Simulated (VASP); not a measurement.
# MgB2 (P6/mmm) in VASP: a series of runs, part 2 of 2

VASP 6.6.1. The steps go on from the part before.

## (3) Single point, PBEsol

This run uses another cell than the first one, of 9.35 Å³/atom.

INCAR reads:

```
PREC     = Accurate       # precision mode
ENCUT    = 520            # plane-wave cutoff, eV
EDIFF    = 1E-7           # SCF threshold, eV
ISMEAR   = -1             # smearing method
SIGMA    = 0.05           # smearing width, eV
LREAL    = False          # projectors in reciprocal space
LASPH    = True           # aspherical terms in the spheres
NELM     = 60             # most SCF steps
ALGO     = Normal         # electronic algorithm
ISIF     = 2              # what is computed and relaxed
LWAVE    = False          # write WAVECAR
LCHARG   = False          # write CHGCAR
GGA      = PS             # functional
NBANDS   = 11             # bands
```

KPOINTS reads:

```
regular mesh
0
Gamma
  10 10 8
```

POSCAR reads:

```
MgB2
1.0
    3.0590796551      0.0000000000      0.0000000000
   -1.5295398276      2.6492406935      0.0000000000
    0.0000000000      0.0000000000      3.4603176132
Mg B
1 2
Direct
    0.0000000000      0.0000000000      0.0000000000
    0.6666666667      0.3333333333      0.5000000000
    0.3333333333      0.6666666667      0.5000000000
```

Potentials or basis: VASP PAW PBE potentials, release 64 (Mg, B).

The run is started by

```sh
cat potpaw_PBE.64/Mg/POTCAR potpaw_PBE.64/B/POTCAR > POTCAR
mpirun -np 1 vasp_std > vasp.out
```

It took 7.3 s on 1 thread of Intel Xeon 6975P-C (Granite Rapids), shared host; peak memory 0.15 GiB.

Results (log left out):

```yaml
Free_energy: -16.2215 eV
Pressure: 2.0 GPa
Band_gap_on_the_k_mesh: zero (bands 4 and 5 overlap by 2.61 eV)
```

Stress tensor (GPa, compression positive):
```
2.05 0.00 0.00
0.00 2.05 0.00
0.00 0.00 1.83
```

Levels at points of the mesh, in eV from the Fermi level:
| k point | band 1 | band 2 | band 3 | band 4 | band 5 | band 6 | band 7 | band 8 | band 9 |
| --- | --- | --- | --- | --- | --- | --- | --- | --- | --- |
| (0.00, 0.00, 0.00) | -12.66 | -2.96 | 0.31 | 0.31 | 1.80 | 6.29 | 6.29 | 8.28 | 10.14 |
| (0.50, 0.00, 0.00) | -8.68 | -8.04 | -2.28 | 0.21 | 3.15 | 3.79 | 5.53 | 7.44 | 12.86 |
| (0.00, 0.00, 0.50) | -11.29 | -7.65 | 0.73 | 0.73 | 6.62 | 6.62 | 7.99 | 10.25 | 10.44 |
| (0.50, 0.00, 0.50) | -7.63 | -7.07 | -3.74 | -1.97 | -1.41 | 5.80 | 8.94 | 8.97 | 13.55 |

Caveat: the PAW data sets were made with another functional, which shifts forces and pressure a little.

## (4) Relaxation of cell and atoms, PBEsol, target pressure 2 GPa, at which the enthalpy is minimised

This run uses another cell than the first one, of 9.68 Å³/atom.

INCAR reads:

```
SYSTEM = MgB2
  PREC = Accurate
  ENCUT = 600
  EDIFF = 1E-6
  ISMEAR = -1
  SIGMA = 0.05
  LREAL = .FALSE.
  LASPH = .TRUE.
  NELM = 60
  ALGO = Normal
  ISIF = 3
  LWAVE = .FALSE.
  LCHARG = .FALSE.
  GGA = PS
  IBRION = 2
  NSW = 60
  EDIFFG = -0.01
  PSTRESS = 20.0
```

KPOINTS reads:

```
Automatic mesh
0
G
  10 10 8
  0 0 0
```

POSCAR reads:

```
MgB2
1.0
    3.0850000000      0.0000000000      0.0000000000
   -1.5425000000      2.6716883707      0.0000000000
    0.0000000000      0.0000000000      3.5230000000
Mg B
1 2
Direct
    0.0000000000      0.0000000000      0.0000000000
    0.6666666667      0.3333333333      0.5000000000
    0.3333333333      0.6666666667      0.5000000000
```

The run is started by

```sh
cat potpaw_PBE.64/Mg/POTCAR potpaw_PBE.64/B/POTCAR > POTCAR
mpirun -np 1 vasp_std > vasp.out
```

Wall time 23 s (1 thread of Intel Xeon 6975P-C (Granite Rapids), shared host); peak memory 0.17 GiB.

It converged, with:

| Property | Result |
| --- | --- |
| Free energy | -16.2239 eV |
| Relaxed volume | 9.34 Å³/atom |
| Relaxed cell | a = 3.060 Å, b = 3.060 Å, c = 3.458 Å, α = 90.00°, β = 90.00°, γ = 120.00° |
| Space group after relaxing (to 0.1 Å) | P6/mmm (No. 191) |
| Energy change on relaxing (the run minimises the enthalpy) | -1.3 meV/atom |
| Ionic steps | 5 |
| Pressure after relaxing | 2.0 GPa |
| Band gap on the k mesh | zero (bands 4 and 5 overlap by 2.62 eV) |

Step by step:
```
step  energy change (eV)  largest force (eV/Å)  pressure (GPa)  volume (Å³)
   1              0.0000                0.0000           -3.05        29.04
   2              0.0024                0.0000            3.94        27.77
   3             -0.0035                0.0000            2.04        28.09
   4             -0.0040                0.0000            2.02        28.06
   5             -0.0039                0.0000            2.01        28.03
```

Final structure:
```
Mg B
1.0
     3.05952    0.00000    0.00000
    -1.52976    2.64962    0.00000
     0.00000    0.00000    3.45781
Mg B
1 2
Direct
  0.00000 0.00000 0.00000
  0.66667 0.33333 0.50000
  0.33333 0.66667 0.50000
```

Levels at points of the mesh, in eV from the Fermi level:
| k point | band 2 | band 3 | band 4 | band 5 | band 6 | band 7 |
| --- | --- | --- | --- | --- | --- | --- |
| (0.00, 0.00, 0.00) | -2.95 | 0.31 | 0.31 | 1.82 | 6.28 | 6.28 |
| (0.50, 0.00, 0.00) | -8.04 | -2.29 | 0.22 | 3.16 | 3.79 | 5.55 |
| (0.00, 0.00, 0.50) | -7.65 | 0.72 | 0.72 | 6.61 | 6.61 | 7.98 |
| (0.50, 0.00, 0.50) | -7.07 | -3.74 | -1.98 | -1.41 | 5.80 | 8.94 |

Caveat: the cell is relaxed towards a set pressure, so the run minimises the enthalpy, not the energy; the PAW data sets were made with another functional, which shifts forces and pressure a little.

## (5) Relaxation of cell and atoms, PBEsol, target pressure 5 GPa, at which the enthalpy is minimised

This run uses another cell than the first one, of 9.68 Å³/atom.

INCAR reads:

```
SYSTEM = MgB2
  PREC = Accurate
  ENCUT = 600
  EDIFF = 1E-7
  ISMEAR = -1
  SIGMA = 0.05
  LREAL = .False.
  LASPH = .True.
  NELM = 100
  ALGO = Normal
  ISIF = 3
  LWAVE = .False.
  LCHARG = .False.
  GGA = PS
  IBRION = 2
  NSW = 60
  EDIFFG = -0.01
  PSTRESS = 50.0
```

KPOINTS reads:

```
regular mesh
0
Gamma
  10 10 8
  0 0 0
```

POSCAR is that of step 4.

The run is started by

```sh
cat potpaw_PBE.64/Mg/POTCAR potpaw_PBE.64/B/POTCAR > POTCAR
mpirun -np 1 vasp_std > vasp.out
```

Wall time 25 s (1 thread of Intel Xeon 6975P-C (Granite Rapids), shared host); peak memory 0.17 GiB.

The run converged. Its results:

| Quantity | Value |
| --- | --- |
| Free energy | -16.2125 eV |
| Relaxed volume | 9.17 Å³/atom |
| Relaxed cell | a = 3.045 Å, b = 3.045 Å, c = 3.426 Å, α = 90.00°, β = 90.00°, γ = 120.00° |
| Space group after relaxing (to 0.1 Å) | P6/mmm (No. 191) |
| Energy change on relaxing (the run minimises the enthalpy) | +2.5 meV/atom |
| Ionic steps | 5 |
| Pressure after relaxing | 5.0 GPa |
| Band gap on the k mesh | zero (bands 4 and 5 overlap by 2.69 eV) |

The path:
```tsv
step	energy change (eV)	largest force (eV/Å)	pressure (GPa)	volume (Å³)
1	0.0000	0.0000	-3.04	29.04
2	0.0311	0.0000	8.73	27.04
3	0.0074	0.0000	5.04	27.60
4	0.0068	0.0000	5.03	27.54
5	0.0075	0.0000	5.03	27.51
```

Final structure:
```
Mg B
1.0
     3.04501    0.00000    0.00000
    -1.52251    2.63706    0.00000
     0.00000    0.00000    3.42578
Mg B
1 2
Direct
  0.00000 0.00000 0.00000
  0.66667 0.33333 0.50000
  0.33333 0.66667 0.50000
```

Levels at points of the mesh, in eV from the Fermi level:
| k point | band 1 | band 2 | band 3 | band 4 | band 5 | band 6 | band 7 | band 8 |
| --- | --- | --- | --- | --- | --- | --- | --- | --- |
| (0.00, 0.00, 0.00) | -12.77 | -2.94 | 0.29 | 0.29 | 1.94 | 6.31 | 6.31 | 8.40 |
| (0.50, 0.00, 0.00) | -8.76 | -8.13 | -2.33 | 0.24 | 3.23 | 3.80 | 5.70 | 7.68 |
| (0.00, 0.00, 0.50) | -11.36 | -7.73 | 0.73 | 0.73 | 6.64 | 6.64 | 8.04 | 10.76 |
| (0.50, 0.00, 0.50) | -7.66 | -7.13 | -3.80 | -2.01 | -1.43 | 5.89 | 9.06 | 9.09 |

Caveat: the cell is relaxed towards a set pressure, so the run minimises the enthalpy, not the energy; the PAW data sets were made with another functional, which shifts forces and pressure a little.

## (6) Relaxation of cell and atoms, PBEsol, target pressure 10 GPa, at which the enthalpy is minimised

This run uses another cell than the first one, of 9.68 Å³/atom.

INCAR reads:

```
SYSTEM = MgB2
PREC = Accurate
ENCUT = 600
EDIFF = 1E-7
ISMEAR = -1
SIGMA = 0.05
LREAL = .FALSE.
LASPH = .TRUE.
NELM = 80
ALGO = Normal
ISIF = 3
LWAVE = .FALSE.
LCHARG = .FALSE.
GGA = PS
IBRION = 2
NSW = 60
EDIFFG = -0.01
PSTRESS = 100.0
```

KPOINTS reads:

```
regular mesh
0
G
  10 10 8
  0 0 0
```

POSCAR is that of step 5.

Potentials or basis: VASP PAW PBE potentials, release 64 (Mg, B).

The run is started by

```sh
cat potpaw_PBE.64/Mg/POTCAR potpaw_PBE.64/B/POTCAR > POTCAR
mpirun -np 1 vasp_std > vasp.out
```

It took 26 s on 1 thread of Intel Xeon 6975P-C (Granite Rapids), shared host; peak memory 0.17 GiB.

The run converged. Its results:

```yaml
Free_energy: -16.1762 eV
Relaxed_volume: 8.91 Å³/atom
Relaxed_cell: a = 3.023 Å, b = 3.023 Å, c = 3.378 Å, α = 90.00°, β = 90.00°, γ = 120.00°
Space_group_after_relaxing_to_0.1_Å: P6/mmm (No. 191)
Energy_change_on_relaxing_the_run_minimises_the_enthalpy: +14.6 meV/atom
Ionic_steps: 5
Pressure_after_relaxing: 10.0 GPa
Band_gap_on_the_k_mesh: zero (bands 4 and 5 overlap by 2.81 eV)
```

Step by step:
```csv
step,energy change (eV),largest force (eV/Å),pressure (GPa),volume (Å³)
1,0.0000,0.0000,-3.04,29.04
2,0.1290,0.0000,17.88,25.85
3,0.0420,0.0000,10.03,26.86
4,0.0416,0.0000,10.03,26.78
5,0.0437,0.0000,10.03,26.73
```

Final structure:
```
CELL_PARAMETERS angstrom
3.02273 0.00000 0.00000
-1.51137 2.61776 0.00000
0.00000 0.00000 3.37822
ATOMIC_POSITIONS crystal
Mg 0.00000 0.00000 0.00000
B 0.66667 0.33333 0.50000
B 0.33333 0.66667 0.50000
```

Levels at points of the mesh, in eV from the Fermi level:
| k point | band 1 | band 2 | band 3 | band 4 | band 5 | band 6 | band 7 | band 8 |
| --- | --- | --- | --- | --- | --- | --- | --- | --- |
| (0.00, 0.00, 0.00) | -12.94 | -2.92 | 0.28 | 0.28 | 2.12 | 6.37 | 6.37 | 8.60 |
| (0.50, 0.00, 0.00) | -8.86 | -8.26 | -2.39 | 0.28 | 3.35 | 3.82 | 5.94 | 8.03 |
| (0.00, 0.00, 0.50) | -11.46 | -7.85 | 0.74 | 0.74 | 6.69 | 6.69 | 8.13 | 11.20 |
| (0.50, 0.00, 0.50) | -7.71 | -7.22 | -3.88 | -2.06 | -1.46 | 6.04 | 9.21 | 9.33 |

Caveat: the cell is relaxed towards a set pressure, so the run minimises the enthalpy, not the energy; the PAW data sets were made with another functional, which shifts forces and pressure a little.

## (7) The runs side by side

```csv
task,cell,cutoff (eV),gap on the mesh (eV),pressure (GPa)
single point,"a = 3.069, b = 3.069, c = 3.483 Å, angles 90.0, 90.0, 120.0°, 3 atoms",520,none,0.0
single point,"a = 3.059, b = 3.059, c = 3.460 Å, angles 90.0, 90.0, 120.0°, 3 atoms",520,none,2.0
relaxation of cell and atoms,"relaxed to 2 GPa from a = 3.085, b = 3.085, c = 3.523 Å, angles 90.0, 90.0, 120.0°, 3 atoms",600,none,2.0
relaxation of cell and atoms,"relaxed to 5 GPa from a = 3.085, b = 3.085, c = 3.523 Å, angles 90.0, 90.0, 120.0°, 3 atoms",600,none,5.0
relaxation of cell and atoms,"relaxed to 10 GPa from a = 3.085, b = 3.085, c = 3.523 Å, angles 90.0, 90.0, 120.0°, 3 atoms",600,none,10.0
```

Alike in all rows: level PBEsol; potentials or basis VASP PAW PBE potentials, release 64 (Mg, B); no spin polarisation; k mesh 10 × 10 × 8; smearing fermi-dirac 0.05 eV.

Caveats: the PAW data sets were made with another functional, which shifts forces and pressure a little; the cell is relaxed towards a set pressure, so the run minimises the enthalpy, not the energy (at least some runs).

Absolute energies hang on the potentials; compare differences alone.
